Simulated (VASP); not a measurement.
# GaB8 (Cmmm) in VASP: a series of runs

The runs below take GaB8 through single point, relaxation of cell and atoms, with PBE.

Program: VASP 6.6.1. These are calculated values, not measurements. Logs are shortened: lines on timing, memory, paths and dates and some standing lists are left out, and cuts for length are marked.

**1. The cell of the first run**

The structure is orthorhombic, space group Cmmm (No. 65). Conventional cell: a = 5.366 Å, b = 7.081 Å, c = 3.975 Å, α = 90.00°, β = 90.00°, γ = 90.00°. Ga (site symmetry mmm) has 16 B at 2.11 to 2.79 Å within 2.8 Å. B (site symmetry 2mm) has 3 B at 1.46 to 1.49 Å within 1.9 Å. B (site symmetry m2m) has 3 B at 1.21 to 1.43 Å within 1.6 Å. Within 1.6 Å of B (site symmetry m) lie 3 B at 1.20 to 1.49 Å.

The cell was built from a structure type or drawn by symmetry, and may not be a known phase.

**2. Single point, PBE**

File INCAR:

```
SYSTEM = GaB8
PREC = Accurate
ENCUT = 520
EDIFF = 1E-7
ISMEAR = 0
SIGMA = 0.1
LREAL = .FALSE.
LASPH = .TRUE.
NELM = 100
ALGO = Normal
ISIF = 2
LWAVE = .FALSE.
LCHARG = .FALSE.
GGA = PE
NBANDS = 28
```

File KPOINTS:

```
regular mesh
0
G
  4 4 4
  0 0 0
```

File POSCAR:

```
GaB8
1.0
    2.6832218500     -3.5403857500      0.0000000000
    2.6832218500      3.5403857500      0.0000000000
    0.0000000000      0.0000000000      3.9745456300
Ga B
1 8
Direct
    0.5000000000      0.5000000000      0.0000000000
    0.1358330700      0.1358330700      0.5000000000
    0.8641669300      0.8641669300      0.5000000000
    0.3992126800      0.6007873200      0.5000000000
    0.6007873200      0.3992126800      0.5000000000
    0.1224203800      0.4663334200      0.5000000000
    0.8775796200      0.5336665800      0.5000000000
    0.4663334200      0.1224203800      0.5000000000
    0.5336665800      0.8775796200      0.5000000000
```

Potentials or basis: VASP PAW PBE potentials, release 64 (Ga_d, B).

The run is started by

```sh
$ cat potpaw_PBE.64/Ga_d/POTCAR potpaw_PBE.64/B/POTCAR > POTCAR
$ mpirun -np 1 vasp_std > vasp.out
```

OUTCAR:

```text
SYSTEM = GaB8
   PREC = Accurate
   ENCUT = 520
   EDIFF = 1E-7
   ISMEAR = 0
   LREAL = .FALSE.
   LASPH = .TRUE.
   NELM = 100
   ISIF = 2
   GGA = PE

 ion  position               nearest neighbor table
   1  0.500  0.500  0.000-   4 2.11   5 2.11   4 2.11   5 2.11
   2  0.136  0.136  0.500-   3 1.46   6 1.49   8 1.49   4 2.08   5 2.08
   3  0.864  0.864  0.500-   2 1.46   7 1.49   9 1.49   4 2.08   5 2.08
   4  0.399  0.601  0.500-   6 1.21   9 1.21   5 1.43   3 2.08   2 2.08   1 2.11   1 2.11
   5  0.601  0.399  0.500-   7 1.21   8 1.21   4 1.43   3 2.08   2 2.08   1 2.11   1 2.11
   6  0.122  0.466  0.500-   7 1.20   4 1.21   2 1.49
   7  0.878  0.534  0.500-   6 1.20   5 1.21   3 1.49
   8  0.466  0.122  0.500-   9 1.20   5 1.21   2 1.49
   9  0.534  0.878  0.500-   8 1.20   4 1.21   3 1.49

  LATTYP: Found a base centered orthorhombic cell.
 ALAT       =     5.3664437000
 B/A-ratio  =     1.3194532349
 C/A-ratio  =     0.7406293352

  Lattice vectors:

 A1 = (   2.6832218500,  -3.5403857500,   0.0000000000)
 A2 = (   2.6832218500,   3.5403857500,   0.0000000000)
 A3 = (   0.0000000000,   0.0000000000,   3.9745456300)

Analysis of symmetry for initial positions (statically):
=====================================================================
 Subroutine PRICEL returns:
 Original cell was already a primitive cell.

 Routine SETGRP: Setting up the symmetry group for a
 base centered orthorhombic supercell.

 Subroutine GETGRP returns: Found  8 space group operations
 (whereof  8 operations were pure point group operations)
 out of a pool of  8 trial point group operations.

The static configuration has the point symmetry D_2h.

Analysis of symmetry for dynamics (positions and initial velocities):
=====================================================================
 Subroutine PRICEL returns:
 Original cell was already a primitive cell.

 Routine SETGRP: Setting up the symmetry group for a
 base centered orthorhombic supercell.

 Subroutine GETGRP returns: Found  8 space group operations
 (whereof  8 operations were pure point group operations)
 out of a pool of  8 trial point group operations.

The dynamic configuration has the point symmetry D_2h.

 Subroutine INISYM returns: Found  8 space group operations
 (whereof  8 operations are pure point group operations),
 and found     1 'primitive' translations

----------------------------------------------------------------------------------------

[... 110 lines left out ...]
   POTIM  = 0.5000    time-step for ionic-motion
   TEBEG  =    0.0;   TEEND  =   0.0 temperature during run
   PSTRESS=    0.0 pullay stress
   NELECT =      37.0000    total number of electrons
   NUPDOWN=      -1.0000    fix difference up-down
   EMIN   =  10.00;   EMAX   =-10.00  energy-range for DOS
   EFERMI =   0.00;   METHOD = LEGACY
   ISMEAR =     0;   SIGMA  =   0.10  broadening in eV -4-tet -1-fermi 0-gaus
   EFERMI_NEDOS =   21; number of points for ismear=-14 and -15
   IALGO  =     38    algorithm
   IMIX   =      4    mixing-type and parameters
     AMIX     =   0.40;   BMIX     =  1.00
     AMIX_MAG =   1.60;   BMIX_MAG =  1.00
  volume/ion in A,a.u.               =       8.39        56.62
  Fermi-wavevector in a.u.,A,eV,Ry     =   1.290626  2.438930 22.663447  1.665716
  Thomas-Fermi vector in A             =   2.422446
   LORBIT       =      0    0 simple, 1 ext, 2 COOP (PROOUT), +10 PAW based schemes
   GGA     = PE    functional components
   LHFCALC =     F    Hartree Fock is set to
   AEXX    =    0.0000 exact exchange contribution
   IVDW    =     0    specifies the selected vdW correction
   LEPSILON=     F    determine dielectric tensor
   LRPA    =     F    only Hartree local field effects (RPA)
 non-spin polarized calculation
 Gauss-broadening in eV      SIGMA  =   0.10
  energy-cutoff  :      520.00
  volume of cell :       75.51
 maximum number of plane-waves:      2056
 NGX is ok and might be reduce to    36
   NGX = 17   NGY = 17   NGZ = 15

 number of electron      37.0000007 magnetization

 Free energy of the ion-electron system (eV)
  ---------------------------------------------------
  ext. energy  EPLUGINS =         0.00000000
  ---------------------------------------------------
  free energy    TOTEN  =       -19.07038997 eV

  energy without entropy =      -19.05132394  energy(sigma->0) =      -19.06085696

 E-fermi :   4.7174     XC(G=0): -10.7240

 val. band max:        4.6792682209   @ k =   0.5000   0.5000   0.5000
 cond. band min:       4.7217230694   @ k =   0.5000   0.0000   0.5000
 fundamental gap:      0.0424548485
 Fermi energy:         4.7173924263

 k-point     1 :       0.0000    0.0000    0.0000
  band No.  band energies     occupation
      1     -11.5666      2.00000
      2     -10.4727      2.00000
      3     -10.4652      2.00000
      4     -10.4063      2.00000
      5     -10.3950      2.00000
      6      -9.6820      2.00000
[... 640 lines left out ...]
     27      13.0930      0.00000
     28      13.9044      0.00000

------------------------ aborting loop because EDIFF is reached ----------------------------------------

  FORCE on cell =-STRESS in cart. coord.  units (eV):
  Direction    XX          YY          ZZ          XY          YZ          ZX
  --------------------------------------------------------------------------------------
  -------------------------------------------------------------------------------------
  Total      116.6796798    119.7652522      6.3415995      0.0000000      0.0000000      0.0000000
  in kB     2475.6039228   2541.0708073    134.5503239      0.0000000      0.0000000      0.0000000
  external PRESSURE =    1717.0750180 kB  Pullay stress =       0.0000000 kB

 VOLUME and BASIS-vectors are now :
 -----------------------------------------------------------------------------
  energy-cutoff  :      520.00
  volume of cell :       75.51
      direct lattice vectors                 reciprocal lattice vectors
     2.683221850 -3.540385750  0.000000000     0.186343146 -0.141227548  0.000000000
     2.683221850  3.540385750  0.000000000     0.186343146  0.141227548  0.000000000
     0.000000000  0.000000000  3.974545630     0.000000000  0.000000000  0.251601087

 POSITION                                       TOTAL-FORCE (eV/Angst)
 -----------------------------------------------------------------------------------
      2.68322      0.00000      0.00000         0.000000      0.000000      0.000000
      0.72894      0.00000      1.98727         1.222462      0.000000     -0.000000
      4.63750      0.00000      1.98727        -1.222462      0.000000      0.000000
      2.68322      0.71365      1.98727         0.000000     -7.730526      0.000000
      2.68322     -0.71365      1.98727         0.000000      7.730526     -0.000000
      1.57976      1.21758      1.98727        -7.390874     -4.650325      0.000000
      3.78669     -1.21758      1.98727         7.390874      4.650325      0.000000
      1.57976     -1.21758      1.98727        -7.390874      4.650325      0.000000
      3.78669      1.21758      1.98727         7.390874     -4.650325      0.000000
 -----------------------------------------------------------------------------------
    total drift:                                0.000000      0.000000      0.000000

  FREE ENERGIE OF THE ION-ELECTRON SYSTEM (eV)
  ---------------------------------------------------
  free  energy   TOTEN  =       -19.0703899743 eV

  energy  without entropy=      -19.0513239431  energy(sigma->0) =      -19.06085696
```

stdout:

```text
POSCAR found type information on POSCAR GaB
 POSCAR found :  2 types and       9 ions
 scaLAPACK will be used
 LDA part: xc-table for (Slater+PW92), standard interpolation
 POSCAR, INCAR and KPOINTS ok, starting setup
 FFT: planning ... GRIDC
 FFT: planning ... GRID_SOFT
 FFT: planning ... GRID
 WAVECAR not read
 entering main loop
```

It took 43 s on 1 thread of Intel Xeon 6975P-C (Granite Rapids), shared host; peak memory 0.2 GiB.

What came out:

```
Free energy            : -19.0704 eV
Pressure               : 171.7 GPa
Largest force          : 8.732 eV/Å
Band gap on the k mesh : zero (an odd number of electrons rules out a gap without spin polarisation)
```

Forces on the atoms (eV/Å):
```
Ga   0.000  0.000  0.000
B    1.222  0.000  0.000
B   -1.222  0.000  0.000
B    0.000 -7.731  0.000
B    0.000  7.731  0.000
B   -7.391 -4.650  0.000
B    7.391  4.650  0.000
B   -7.391  4.650  0.000
B    7.391 -4.650  0.000
```

Caveat: the k points lie up to 0.40 Å⁻¹ apart, too coarse for converged energies and pressures of a metal; forces of over 1 eV/Å act on the atoms, so gaps and moduli don't describe the material at rest.

**3. Single point, PBE**

This run uses another cell than the first one, of 10.61 Å³/atom.

File INCAR:

```
ALGO     = Normal         # electronic algorithm
EDIFF    = 1E-6           # SCF threshold, eV
ENCUT    = 520            # plane-wave cutoff, eV
GGA      = PE             # functional
ISIF     = 2              # what is computed and relaxed
ISMEAR   = 0              # smearing method
LASPH    = True           # aspherical terms in the spheres
LCHARG   = True           # write CHGCAR
LELF     = True           # ELF
LREAL    = False          # projectors in reciprocal space
LVHAR    = True         
LWAVE    = False          # write WAVECAR
NBANDS   = 28             # bands
NELM     = 80             # most SCF steps
PREC     = Accurate       # precision mode
SIGMA    = 0.1            # smearing width, eV
```

File KPOINTS:

```
k-points
0
Gamma
  4 4 4
```

File POSCAR:

```
GaB8
1.0
    2.9751502491     -4.7143122765      0.0000000000
    2.9751502491      4.7143122765      0.0000000000
    0.0000000000      0.0000000000      3.4029477897
Ga B
1 8
Direct
    0.5000000000      0.5000000000      0.0000000000
    0.1409123472      0.1409123472      0.5000000000
    0.8590876528      0.8590876528      0.5000000000
    0.2678103343      0.7321896657      0.5000000000
    0.7321896657      0.2678103343      0.5000000000
    0.0785900572      0.4068342522      0.5000000000
    0.9214099428      0.5931657478      0.5000000000
    0.4068342522      0.0785900572      0.5000000000
    0.5931657478      0.9214099428      0.5000000000
```

Potentials or basis: VASP PAW PBE potentials, release 64 (Ga_d, B).

The run is started by

```sh
$ cat potpaw_PBE.64/Ga_d/POTCAR potpaw_PBE.64/B/POTCAR > POTCAR
$ mpirun -np 1 vasp_std > vasp.out
```

Wall time 72 s (1 thread of Intel Xeon 6975P-C (Granite Rapids), shared host); peak memory 0.22 GiB.

Results (log left out):

```
Free energy            : -50.7905 eV
Pressure               : 0.1 GPa
Largest force          : 0.014 eV/Å
Band gap on the k mesh : zero (an odd number of electrons rules out a gap without spin polarisation)
```

Forces in eV/Å, atoms in the order of the input:
```
Ga   0.000  0.000  0.000
B   -0.014  0.000  0.000
B    0.014  0.000  0.000
B    0.000  0.004  0.000
B    0.000 -0.004  0.000
B    0.013 -0.004  0.000
B   -0.013  0.004  0.000
B    0.013  0.004  0.000
B   -0.013 -0.004  0.000
```

Stress tensor (GPa, compression positive):
```
-0.26  0.00  0.00
 0.00  0.34  0.00
 0.00  0.00  0.10
```

Levels at points of the mesh, in eV from the Fermi level:
| k point | band 15 | band 16 | band 17 | band 18 | band 19 | band 20 | band 21 | band 22 | band 23 | band 24 |
| --- | --- | --- | --- | --- | --- | --- | --- | --- | --- | --- |
| (0.00, 0.00, 0.00) | -2.41 | 0.09 | 0.88 | 1.11 | 2.46 | 2.50 | 2.54 | 2.75 | 4.45 | 4.46 |
| (0.50, 0.00, 0.00) | -2.02 | -1.55 | -1.55 | -0.23 | 1.03 | 1.49 | 2.74 | 4.88 | 5.34 | 5.35 |
| (0.50, 0.50, 0.00) | -3.46 | -1.99 | -0.10 | 0.14 | 0.25 | 0.77 | 2.07 | 3.04 | 4.20 | 5.91 |
| (0.00, 0.00, 0.50) | -2.09 | -1.66 | -1.62 | -1.57 | -1.45 | -0.20 | 0.35 | 1.18 | 3.03 | 4.75 |
| (0.50, 0.00, 0.50) | -3.56 | -2.42 | -2.19 | -2.12 | -0.64 | 0.13 | 2.24 | 3.04 | 3.75 | 3.95 |
| (0.50, 0.50, 0.50) | -3.49 | -3.29 | -2.49 | -2.44 | -1.76 | 0.96 | 2.57 | 3.10 | 3.19 | 4.05 |

Caveat: the k points lie up to 0.46 Å⁻¹ apart, too coarse for converged energies and pressures of a metal.

**4. Single point, PBE**

This run uses another cell than the first one, of 10.61 Å³/atom.

File INCAR:

```
  PREC = Accurate
  ENCUT = 520
  EDIFF = 1E-6
  ISMEAR = 0
  SIGMA = 0.1
  LREAL = False
  LASPH = True
  NELM = 60
  ALGO = Normal
  ISIF = 2
  LWAVE = False
  LCHARG = False
  GGA = PE
  NBANDS = 28
```

File KPOINTS:

```
regular mesh
0
Gamma
  4 4 6
```

File POSCAR:

```
GaB8
1.0
    2.9772395267     -4.7267478002      0.0000000000
    2.9772395267      4.7267478002      0.0000000000
    0.0000000000      0.0000000000      3.3931146108
Ga B
1 8
Direct
    0.5000000000      0.5000000000      0.0000000000
    0.1405587869      0.1405587869      0.5000000000
    0.8594412131      0.8594412131      0.5000000000
    0.2675455604      0.7324544396      0.5000000000
    0.7324544396      0.2675455604      0.5000000000
    0.0791259997      0.4069099520      0.5000000000
    0.9208740003      0.5930900480      0.5000000000
    0.4069099520      0.0791259997      0.5000000000
    0.5930900480      0.9208740003      0.5000000000
```

The run is started by

```sh
$ cat potpaw_PBE.64/Ga_d/POTCAR potpaw_PBE.64/B/POTCAR > POTCAR
$ mpirun -np 1 vasp_std > vasp.out
```

It took 90 s on 1 thread of Intel Xeon 6975P-C (Granite Rapids), shared host; peak memory 0.23 GiB.

The run converged. Its results:

```
Free energy            : -50.8383 eV
Pressure               : 0.0 GPa
Largest force          : 0.018 eV/Å
Band gap on the k mesh : zero (an odd number of electrons rules out a gap without spin polarisation)
```

Forces in eV/Å, atoms in the order of the input:
```
Ga   0.000  0.000  0.000
B   -0.009  0.000  0.000
B    0.009  0.000  0.000
B    0.000  0.014  0.000
B    0.000 -0.014  0.000
B    0.016 -0.009  0.000
B   -0.016  0.009  0.000
B    0.016  0.009  0.000
B   -0.016 -0.009  0.000
```

Stress tensor (GPa, compression positive):
```
 0.10  0.00  0.00
 0.00  0.01  0.00
 0.00  0.00 -0.04
```

Levels at points of the mesh, in eV from the Fermi level:
```tsv
k point	band 15	band 16	band 17	band 18	band 19	band 20	band 21	band 22	band 23	band 24
(0.00, 0.00, 0.00)	-2.48	-0.01	0.81	1.05	2.36	2.44	2.45	2.67	4.34	4.37
(0.50, 0.00, 0.00)	-2.11	-1.60	-1.59	-0.32	0.95	1.41	2.67	4.79	5.21	5.26
(0.50, 0.50, 0.00)	-3.54	-2.04	-0.17	0.02	0.20	0.68	2.02	2.94	4.12	5.79
(0.00, 0.00, 0.50)	-2.16	-1.77	-1.75	-1.69	-1.57	-0.34	0.25	1.03	2.94	4.65
(0.50, 0.00, 0.50)	-3.63	-2.55	-2.26	-2.24	-0.71	0.05	2.13	2.91	3.61	3.80
(0.50, 0.50, 0.50)	-3.56	-3.41	-2.56	-2.52	-1.88	0.85	2.43	2.97	3.03	3.96
```

(Part 1 of 3 ends here.)
